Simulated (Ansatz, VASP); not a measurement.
**HgTe in VASP and in Ansatz**

Contents of INCAR:

```
SYSTEM = HgTe
ALGO = Normal
EDIFF = 1E-7
ENCUT = 520
GGA = PE
ISIF = 2
ISMEAR = 0
LASPH = .TRUE.
LCHARG = .FALSE.
LREAL = .FALSE.
LWAVE = .FALSE.
NBANDS = 16
NELM = 60
PREC = Accurate
SIGMA = 0.15
```

KPOINTS

```
k-points
0
G
  14 14 14
  0 0 0
```

Contents of POSCAR:

```
HgTe
1.0
    0.0000000000      3.2235000000      3.2235000000
    3.2235000000      0.0000000000      3.2235000000
    3.2235000000      3.2235000000      0.0000000000
Hg Te
1 1
Direct
   -0.0044776661     -0.0044776661     -0.0044776661
    0.7500000000      0.7500000000      0.7500000000
```

Input for Ansatz:

```yaml
crystal:
  lattice:
    - [0.0, 3.2235, 3.2235]
    - [3.2235, 0.0, 3.2235]
    - [3.2235, 3.2235, 0.0]
  atoms:
    - { symbol: Hg, position: [-0.0044776661, -0.0044776661, -0.0044776661] }
    - { symbol: Te, position: [0.75, 0.75, 0.75] }
basis:
  ecutwfc: 420
kpoints:
  mp_grid: { grid: [14, 14, 14] }
hamiltonian:
  xc: pbe
scf:
  occupations: { method: gaussian, width: 0.15 }
output:
  forces: true
  stress: true
  eigenvalues: true
  write_density: true
  write_potential: true
  elf: true
  volumetric_format: npy
```

Change from the starting cell: all Hg atoms moved +0.050 Å, as atom 1 towards its neighbour atom 2 (Te) at 2.792 Å.

Alike in both runs: task single point; functional PBE; k mesh 14 × 14 × 14; occupations gaussian, width 0.15 eV; no spin polarisation.

|  | VASP | Ansatz |
| --- | --- | --- |
| version | VASP 6.6.1 | Ansatz 0.2.0 |
| potentials or method | VASP PAW PBE potentials, release 64 (Hg, Te), cutoff 520 eV | scalar-relativistic, plane waves, PAW |
| valence electrons in the cell | 18 | 36 |

```tsv
	VASP	Ansatz	Ansatz less VASP
gap on the k mesh at the Fermi level (eV)	none	none	-
pressure (GPa)	4.2	4.1	-0.08
traceless stress, the component that is largest in VASP (GPa)	0.51	0.50	-0.010
rms of the force components (eV/Å)	0.136	0.133	-0.0029
```

Atom by atom the forces differ by 0.003 eV/Å (rms over components). A gap of «none» marks a metal or a gap that the smearing closes. The functional is the same, so the differences come from potentials, cutoffs and numerics. VASP's potentials hold 18 valence electrons a cell and Ansatz's 36, so a difference there can come from the potentials and not from the codes.

Neither program's run includes spin-orbit coupling.
